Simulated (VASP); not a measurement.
Input of a VASP 6.6.1 run:

File INCAR:

```
ALGO     = Normal         # electronic algorithm
EDIFF    = 1E-6           # SCF threshold, eV
ENCUT    = 520            # plane-wave cutoff, eV
GGA      = PE             # functional
ISIF     = 2              # what is computed and relaxed
ISMEAR   = -1             # smearing method
LASPH    = T              # aspherical terms in the spheres
LCHARG   = F              # write CHGCAR
LREAL    = Auto         
LWAVE    = F              # write WAVECAR
NBANDS   = 86             # bands
NELM     = 80             # most SCF steps
PREC     = Accurate       # precision mode
SIGMA    = 0.1            # smearing width, eV
```

KPOINTS

```
k-points
0
Gamma
  3 3 1
```

The input POSCAR:

```
WC
1.0
    5.6872001868      0.0000000000      0.0000000000
   -2.8436000934      4.9252598382      0.0000000000
    0.0000000000      0.0000000000     16.1894250000
W C
8 8
Direct
    0.0000000000      0.0000000000      0.0617687000
    0.0000000000      0.0000000000      0.2408782996
    0.0000000000      0.5000000000      0.0617687000
    0.0000000000      0.5000000000      0.2408782996
    0.5000000000      0.0000000000      0.0617687000
    0.5000000000      0.0000000000      0.2408782996
    0.5000000000      0.5000000000      0.0617687000
    0.5000000000      0.5000000000      0.2408782996
    0.3333333333      0.1666666667      0.1443941962
    0.3333333333      0.1666666667      0.3118278305
    0.3333333333      0.6666666667      0.1443941962
    0.3333333333      0.6666666667      0.3118278305
    0.8333333333      0.1666666667      0.1443941962
    0.8333333333      0.1666666667      0.3118278305
    0.8333333333      0.6666666667      0.1443941962
    0.8333333333      0.6666666667      0.3118278305
```

Potentials or basis: VASP PAW PBE potentials, release 64 (W_sv, C).

The run is started by

```sh
$ cat potpaw_PBE.64/W_sv/POTCAR potpaw_PBE.64/C/POTCAR > POTCAR
$ mpirun -np 1 vasp_std > vasp.out
```

Question: What does it give for the band gap on the k mesh?

Answer: Zero (bands 72 and 73 overlap by 1.00 eV).

Question: Predict the largest force.

Answer: 0.032 eV/Å.

Forces in eV/Å, atoms in the order of the input:
```
W    0.000  0.000 -0.028
W    0.000  0.000 -0.029
W    0.000  0.000 -0.028
W    0.000  0.000 -0.029
W    0.000  0.000 -0.028
W    0.000  0.000 -0.029
W    0.000  0.000 -0.028
W    0.000  0.000 -0.029
C    0.000  0.000  0.032
C    0.000  0.000  0.025
C    0.000  0.000  0.032
C    0.000  0.000  0.025
C    0.000  0.000  0.032
C    0.000  0.000  0.025
C    0.000  0.000  0.032
C    0.000  0.000  0.025
```

Caveat: the k points lie up to 0.43 Å⁻¹ apart, too coarse for converged energies and pressures of a metal; spin-orbit coupling is left out, which moves the levels of the heavy elements.
